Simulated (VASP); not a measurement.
Crystal: PbO (Litharge).

```
CELL_PARAMETERS angstrom
4.01642 0.00000 0.00000
0.00000 4.01642 0.00000
0.00000 0.00000 5.04318
ATOMIC_POSITIONS crystal
Pb 0.50000 0.00000 0.76000
Pb 0.00000 0.50000 0.24000
O 0.50000 0.50000 0.00000
O 0.00000 0.00000 0.00000
```

Base run:

```yaml
Program: VASP 6.6.1
Functional: SVWN5
Potentials_or_basis: VASP PAW PBE potentials, release 64 (Pb_d, O)
Cutoff: 600 eV
k_mesh: 7 × 7 × 6
Occupations: fermi-dirac, width 0.05 eV
Spin: no spin polarisation
```

Its results: band gap on the k mesh 1.42 eV, indirect (least direct gap 2.25 eV); pressure -5.0 GPa; largest force 0.808 eV/Å.

Question: The run is repeated on the same cell with these changes: functional from SVWN5 to PBE; cutoff from 600 eV to 520 eV. What comes out?

Answer: Band gap on the k mesh 1.45 eV, indirect (least direct gap 2.33 eV); pressure 1.4 GPa; largest force 0.224 eV/Å.

PBE binds less tightly than SVWN5, so the same cell stands under more pressure.

Caveats: spin-orbit coupling is left out, which moves the levels of the heavy elements; the PAW data sets were made with another functional, which shifts forces and pressure a little (some runs).

A k mesh can miss the band edges.
